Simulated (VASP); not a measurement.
# Lu12C (a cell with a defect) in VASP: relaxation of the atoms with PBE

Aim: the relaxation of the atoms of Lu12C (a cell with a defect) with PBE.

Program: VASP 6.6.1. These are calculated values, not measurements. Logs are shortened: lines on timing, memory, paths and dates and some standing lists are left out, and cuts for length are marked.

## 1. The cell of the first run

The cell holds a defect, 13 atoms: a = 7.020 Å, b = 10.530 Å, c = 5.563 Å, α = 90.00°, β = 90.00°, γ = 120.00°.

## 2. Relaxation of the atoms, PBE

Contents of INCAR:

```
PREC     = Accurate       # precision mode
ENCUT    = 520            # plane-wave cutoff, eV
EDIFF    = 1E-7           # SCF threshold, eV
ISMEAR   = -1             # smearing method
SIGMA    = 0.1            # smearing width, eV
LREAL    = F              # projectors in reciprocal space
LASPH    = T              # aspherical terms in the spheres
NELM     = 80             # most SCF steps
ALGO     = Normal         # electronic algorithm
ISIF     = 2              # what is computed and relaxed
LWAVE    = F              # write WAVECAR
LCHARG   = F              # write CHGCAR
GGA      = PE             # functional
IBRION   = 2              # ionic algorithm
NSW      = 45             # ionic steps
EDIFFG   = -0.08          # ionic threshold
```

Contents of KPOINTS:

```
regular mesh
0
Gamma
  2 1 2
```

Contents of POSCAR:

```
Lu12C
1.0
    7.0200000000      0.0000000000      0.0000000000
   -5.2650000000      9.1192480000      0.0000000000
    0.0000000000      0.0000000000      5.5633500000
Lu C
12 1
Direct
    0.0000000000      0.0000000000      0.0000000000
    0.1666667000      0.2222222000      0.5000000000
    0.0000000000      0.3333333000      0.0000000000
    0.1666667000      0.5555556000      0.5000000000
    0.0000000000      0.6666667000      0.0000000000
    0.1666667000      0.8888889000      0.5000000000
    0.5000000000      0.0000000000      0.0000000000
    0.6666667000      0.2222222000      0.5000000000
    0.5000000000      0.3333333000      0.0000000000
    0.6666667000      0.5555556000      0.5000000000
    0.5000000000      0.6666667000      0.0000000000
    0.6666667000      0.8888889000      0.5000000000
    0.0054157000      0.0027273000      0.6139253000
```

Potentials or basis: VASP PAW PBE potentials, release 64 (Lu, C).

Run with:

```
$ cat potpaw_PBE.64/Lu/POTCAR potpaw_PBE.64/C/POTCAR > POTCAR
$ mpirun -np 4 vasp_std > vasp.out
```

OUTCAR:

```text
PREC = Accurate
   ENCUT = 520
   EDIFF = 1E-7
   ISMEAR = -1
   LREAL = F
   LASPH = T
   NELM = 80
   ISIF = 2
   GGA = PE
   IBRION = 2
   NSW = 45
   EDIFFG = -0.08

 ion  position               nearest neighbor table
   1  0.000  0.000  0.000-  13 2.15  12 3.44  12 3.44   2 3.44   2 3.44   6 3.44   6 3.44   3 3.51
                             5 3.51   9 3.51  11 3.51   7 3.51   7 3.51
   2  0.167  0.222  0.500-  13 2.10   9 3.44   9 3.44   1 3.44   1 3.44   3 3.44   3 3.44   6 3.51
                            12 3.51   8 3.51   8 3.51  10 3.51   4 3.51
   3  0.000  0.333  0.000-   8 3.44   8 3.44   2 3.44   2 3.44   4 3.44   4 3.44   1 3.51   7 3.51
                             9 3.51   9 3.51  11 3.51   5 3.51
   4  0.167  0.556  0.500-  11 3.44  11 3.44   5 3.44   5 3.44   3 3.44   3 3.44   6 3.51  12 3.51
                            10 3.51  10 3.51   8 3.51   2 3.51
   5  0.000  0.667  0.000-  10 3.44  10 3.44   6 3.44   6 3.44   4 3.44   4 3.44   1 3.51   7 3.51
                            11 3.51  11 3.51   9 3.51   3 3.51
   6  0.167  0.889  0.500-  13 2.12   7 3.44   7 3.44   5 3.44   5 3.44   1 3.44   1 3.44   2 3.51
                             4 3.51   8 3.51  10 3.51  12 3.51  12 3.51
   7  0.500  0.000  0.000-   6 3.44   6 3.44   8 3.44   8 3.44  12 3.44  12 3.44   9 3.51  11 3.51
                             3 3.51   5 3.51   1 3.51   1 3.51
   8  0.667  0.222  0.500-   3 3.44   3 3.44   7 3.44   7 3.44   9 3.44   9 3.44  12 3.51   6 3.51
                             2 3.51   2 3.51   4 3.51  10 3.51
   9  0.500  0.333  0.000-   2 3.44   2 3.44   8 3.44   8 3.44  10 3.44  10 3.44   7 3.51   1 3.51
                             3 3.51   3 3.51   5 3.51  11 3.51
  10  0.667  0.556  0.500-   5 3.44   5 3.44  11 3.44  11 3.44   9 3.44   9 3.44  12 3.51   6 3.51
                             4 3.51   4 3.51   2 3.51   8 3.51
  11  0.500  0.667  0.000-   4 3.44   4 3.44  12 3.44  12 3.44  10 3.44  10 3.44   7 3.51   1 3.51
                             5 3.51   5 3.51   3 3.51   9 3.51
  12  0.667  0.889  0.500-  13 2.15   1 3.44   1 3.44  11 3.44  11 3.44   7 3.44   7 3.44  10 3.51
                             8 3.51   2 3.51   4 3.51   6 3.51   6 3.51
  13  0.005  0.003  0.614-   2 2.10   6 2.12   1 2.15  12 2.15

  LATTYP: Found a simple monoclinic cell.
 ALAT       =     7.0200000000
 B/A-ratio  =     0.7925000000
 C/A-ratio  =     1.3228757252
 COS(beta)  =    -0.1889822265

  Lattice vectors:

 A1 = (   7.0200000000,   0.0000000000,   0.0000000000)
 A2 = (   0.0000000000,   0.0000000000,   5.5633500000)
 A3 = (  -1.7550000000,  -9.1192480000,   0.0000000000)

Analysis of symmetry for initial positions (statically):
=====================================================================
 Subroutine PRICEL returns:
 Original cell was already a primitive cell.

 Routine SETGRP: Setting up the symmetry group for a
 simple monoclinic supercell.

 Subroutine GETGRP returns: Found  1 space group operations
 (whereof  1 operations were pure point group operations)
 out of a pool of  4 trial point group operations.

The static configuration has the point symmetry C_1 .

Analysis of symmetry for dynamics (positions and initial velocities):
=====================================================================
 Subroutine PRICEL returns:
 Original cell was already a primitive cell.

 Routine SETGRP: Setting up the symmetry group for a
 simple monoclinic supercell.

 Subroutine GETGRP returns: Found  1 space group operations
 (whereof  1 operations were pure point group operations)
 out of a pool of  4 trial point group operations.

The dynamic configuration has the point symmetry C_1 .

 Subroutine INISYM returns: Found  1 space group operations
 (whereof  1 operations are pure point group operations),
 and found     1 'primitive' translations

----------------------------------------------------------------------------------------

                                     Primitive cell

  volume of cell :     356.1496

  direct lattice vectors                    reciprocal lattice vectors
     7.020000000  0.000000000  0.000000000     0.142450142  0.082243624  0.000000000
    -5.265000000  9.119248000  0.000000000     0.000000000  0.109658165  0.000000000
     0.000000000  0.000000000  5.563350000     0.000000000  0.000000000  0.179747814

  length of vectors
     7.020000000 10.530000431  5.563350000     0.164487254  0.109658165  0.179747814

  position of ions in fractional coordinates (direct lattice)
     0.000000000  0.000000000  0.000000000
     0.166666700  0.222222200  0.500000000
     1.000000000  0.333333300  0.000000000
     0.166666700  0.555555600  0.500000000
[... 32 lines left out ...]
 generate k-points for:    2    1    2

 Generating k-lattice:

  Cartesian coordinates                     Fractional coordinates (reciprocal lattice)
     0.071225071  0.041121812  0.000000000     0.500000000 -0.000000000  0.000000000
     0.000000000  0.109658165  0.000000000     0.000000000  1.000000000  0.000000000
     0.000000000  0.000000000  0.089873907     0.000000000  0.000000000  0.500000000

  Length of vectors
     0.082243627  0.109658165  0.089873907

  Shift w.r.t. Gamma in fractional coordinates (k-lattice)
     0.000000000  0.000000000  0.000000000

 Subroutine IBZKPT returns following result:
 ===========================================

 Found      4 irreducible k-points:

 Following reciprocal coordinates:
            Coordinates               Weight
  0.000000  0.000000  0.000000      1.000000
  0.500000 -0.000000  0.000000      1.000000
  0.000000  0.000000  0.500000      1.000000
  0.500000 -0.000000  0.500000      1.000000
   k-points           NKPTS =      4   k-points in BZ     NKDIM =      4   number of bands    NBANDS=    184
   number of dos      NEDOS =    301   number of ions     NIONS =     13
   total plane-waves  NPLWV = 181440
   dimension x,y,z NGX =    54 NGY =   80 NGZ =   42
   dimension x,y,z NGXF=   108 NGYF=  160 NGZF=   84
   ions per type =              12   1
   NGX,Y,Z   is equivalent  to a cutoff of  12.79, 12.63, 12.55 a.u.
   NGXF,Y,Z  is equivalent  to a cutoff of  25.58, 25.26, 25.10 a.u.
 SYSTEM =  unknown system
   PREC   = accura    normal or accurate (medium, high low for compatibility)
   ISTART =      0    job   : 0-new  1-cont  2-samecut
   ICHARG =      2    charge: 1-file 2-atom 10-const
   ISPIN  =      1    spin polarized calculation?
   LNONCOLLINEAR =      F non collinear calculations
   LSORBIT =      F    spin-orbit coupling
   LASPH  =      T    aspherical Exc in radial PAW
   ENCUT  =  520.0 eV  38.22 Ry    6.18 a.u.  13.05 19.58 10.34*2*pi/ulx,y,z
   NELM   =     80;   NELMIN=  2; NELMDL= -5     # of ELM steps
   EDIFF  = 0.1E-06   stopping-criterion for ELM
   LREAL  =      F    real-space projection
   EDIFFG = -.8E-01   stopping-criterion for IOM
   NSW    =     45    number of steps for IOM
   IBRION =      2    ionic relax: 0-MD 1-quasi-New 2-CG
   NFREE  =      1    steps in history (QN), initial steepest desc. (CG)
   ISIF   =      2    stress and relaxation
   ISYM   =      2    0-nonsym 1-usesym 2-fastsym
   POTIM  = 0.5000    time-step for ionic-motion
   TEBEG  =    0.0;   TEEND  =   0.0 temperature during run
   PSTRESS=    0.0 pullay stress
   NELECT =     304.0000    total number of electrons
   NUPDOWN=      -1.0000    fix difference up-down
   EMIN   =  10.00;   EMAX   =-10.00  energy-range for DOS
   EFERMI =   0.00;   METHOD = LEGACY
   ISMEAR =    -1;   SIGMA  =   0.10  broadening in eV -4-tet -1-fermi 0-gaus
   EFERMI_NEDOS =   21; number of points for ismear=-14 and -15
   IALGO  =     38    algorithm
   IMIX   =      4    mixing-type and parameters
     AMIX     =   0.40;   BMIX     =  1.00
     AMIX_MAG =   1.60;   BMIX_MAG =  1.00
  volume/ion in A,a.u.               =      27.40       184.88
  Fermi-wavevector in a.u.,A,eV,Ry     =   1.552942  2.934635 32.812195  2.411628
  Thomas-Fermi vector in A             =   2.657244
   LORBIT       =      0    0 simple, 1 ext, 2 COOP (PROOUT), +10 PAW based schemes
   GGA     = PE    functional components
   LHFCALC =     F    Hartree Fock is set to
   AEXX    =    0.0000 exact exchange contribution
   IVDW    =     0    specifies the selected vdW correction
   LEPSILON=     F    determine dielectric tensor
   LRPA    =     F    only Hartree local field effects (RPA)
 conjugate gradient relaxation of ions
 non-spin polarized calculation
  energy-cutoff  :      520.00
  volume of cell :      356.15
 maximum number of plane-waves:      9612
 NGX is ok and might be reduce to    54
   NGX = 27   NGY = 39   NGZ = 21

--------------------------------------- Ionic step        1  -------------------------------------------

 number of electron     303.9999958 magnetization

 Free energy of the ion-electron system (eV)
  ---------------------------------------------------
  ext. energy  EPLUGINS =         0.00000000
  ---------------------------------------------------
  free energy    TOTEN  =       -62.59636911 eV

  energy without entropy =      -61.99308198  energy(sigma->0) =      -62.29472554

------------------------ aborting loop because EDIFF is reached ----------------------------------------

  FORCE on cell =-STRESS in cart. coord.  units (eV):
  Direction    XX          YY          ZZ          XY          YZ          ZX
  --------------------------------------------------------------------------------------
  -------------------------------------------------------------------------------------
  Total        5.3945148      8.1692253      4.1177661     -1.5372619     -0.0749509     -0.2500415
  in kB       24.2678025     36.7501348     18.5242117     -6.9155372     -0.3371746     -1.1248384
  external PRESSURE =      26.5140496 kB  Pullay stress =       0.0000000 kB
[... 316 lines left out ...]
--------------------------------------- Ionic step        8  -------------------------------------------

 number of electron     304.0000011 magnetization

 Free energy of the ion-electron system (eV)
  ---------------------------------------------------
  ext. energy  EPLUGINS =         0.00000000
  ---------------------------------------------------
  free energy    TOTEN  =       -63.01568216 eV

  energy without entropy =      -62.45439193  energy(sigma->0) =      -62.73503705

 E-fermi :   2.3299     XC(G=0): -10.6756

 val. band max:        2.3081427000   @ k =   0.5000  -0.0000   0.5000
 cond. band min:       2.3481089222   @ k =   0.0000   0.0000   0.5000
 fundamental gap:      0.0399662222
 Fermi energy:         2.3298933317

 k-point     1 :       0.0000    0.0000    0.0000
  band No.  band energies     occupation
      1     -54.0927      2.00000
      2     -54.0612      2.00000
      3     -53.9964      2.00000
      4     -53.9731      2.00000
      5     -53.9579      2.00000
      6     -53.9413      2.00000
[... 657 lines left out ...]
    163       3.2981      0.00012
    164       3.5932      0.00001
 [bands above 164 left out]

------------------------ aborting loop because EDIFF is reached ----------------------------------------

  FORCE on cell =-STRESS in cart. coord.  units (eV):
  Direction    XX          YY          ZZ          XY          YZ          ZX
  --------------------------------------------------------------------------------------
  -------------------------------------------------------------------------------------
  Total        2.6574018      4.4880181      0.7023308     -0.5039174      0.1348714     -0.1117553
  in kB       11.9546063     20.1898301      3.1595103     -2.2669264      0.6067334     -0.5027432
  external PRESSURE =      11.7679822 kB  Pullay stress =       0.0000000 kB
[... 28 lines left out ...]
  FREE ENERGIE OF THE ION-ELECTRON SYSTEM (eV)
  ---------------------------------------------------
  free  energy   TOTEN  =       -63.0156821619 eV

  energy  without entropy=      -62.4543919308  energy(sigma->0) =      -62.73503705

 reached required accuracy - stopping structural energy minimisation
```

Run time: 55 min. Hardware: 4 MPI ranks of AMD EPYC 7R43 (Zen 3), shared host; peak memory 0.23 GiB.

What came out:

| Property | Result |
| --- | --- |
| Free energy | -63.0157 eV |
| Energy gained by relaxing | 32.3 meV/atom |
| Ionic steps | 8 |
| Pressure after relaxing | 1.2 GPa |
| Largest force after relaxing | 0.078 eV/Å |
| Band gap on the k mesh | zero (bands 152 and 153 overlap by 0.44 eV) |

Forces in eV/Å, atoms in the order of the input:
```
Lu  -0.027  0.007  0.033
Lu   0.012 -0.006 -0.032
Lu   0.009 -0.055 -0.026
Lu  -0.007  0.007  0.018
Lu  -0.062  0.047  0.010
Lu   0.013 -0.002 -0.007
Lu  -0.011  0.006  0.016
Lu   0.022 -0.027 -0.017
Lu   0.003 -0.015 -0.056
Lu  -0.003  0.021  0.009
Lu  -0.009  0.016  0.015
Lu   0.005 -0.018  0.026
C    0.054  0.018  0.011
```

Step by step:
```csv
step,energy change (eV),largest force (eV/Å),pressure (GPa)
1,0.0000,1.9291,2.65
2,-0.3331,0.5173,1.59
3,-0.3666,0.4506,1.21
4,-0.3916,0.2145,1.14
5,-0.3961,0.3514,1.10
6,-0.4098,0.2008,1.14
7,-0.4161,0.1128,1.17
8,-0.4193,0.0783,1.18
```

Final structure:
```yaml
crystal:
  lattice:
    - [7.02000, 0.00000, 0.00000]
    - [-5.26500, 9.11925, 0.00000]
    - [0.00000, 0.00000, 5.56335]
  atoms:
    - { symbol: Lu, position: [0.99905, 0.00105, 0.02015] }
    - { symbol: Lu, position: [0.18295, 0.23665, 0.49558] }
    - { symbol: Lu, position: [0.99914, 0.34037, 0.00134] }
    - { symbol: Lu, position: [0.16482, 0.55278, 0.50297] }
    - { symbol: Lu, position: [0.99547, 0.66276, 0.00430] }
    - { symbol: Lu, position: [0.17708, 0.88158, 0.49793] }
    - { symbol: Lu, position: [0.49550, 0.99692, 0.00167] }
    - { symbol: Lu, position: [0.67205, 0.22329, 0.48632] }
    - { symbol: Lu, position: [0.50781, 0.34209, 0.99622] }
    - { symbol: Lu, position: [0.66932, 0.55279, 0.49479] }
    - { symbol: Lu, position: [0.48483, 0.66155, 0.00300] }
    - { symbol: Lu, position: [0.65398, 0.88264, 0.49887] }
    - { symbol: C, position: [0.00341, 0.00158, 0.61079] }
```

Levels at points of the mesh, in eV from the Fermi level:
| k point | band 150 | band 151 | band 152 | band 153 | band 154 | band 155 |
| --- | --- | --- | --- | --- | --- | --- |
| (0.00, 0.00, 0.00) | -0.63 | -0.42 | -0.39 | -0.34 | -0.19 | 0.05 |
| (0.50, 0.00, 0.00) | -0.56 | -0.50 | -0.31 | -0.25 | -0.08 | 0.17 |
| (0.00, 0.00, 0.50) | 0.05 | 0.08 | 0.09 | 0.15 | 0.16 | 0.21 |
| (0.50, 0.00, 0.50) | -0.02 | 0.04 | 0.10 | 0.25 | 0.26 | 0.32 |

Caveat: the k points lie up to 0.62 Å⁻¹ apart; spin-orbit coupling is left out, which moves the levels of the heavy elements; the relaxation stopped at a loose force limit of 0.08 eV/Å, so its end isn't a converged minimum.

The gap in the log of VASP goes by the Fermi energy; the results here count the filled bands.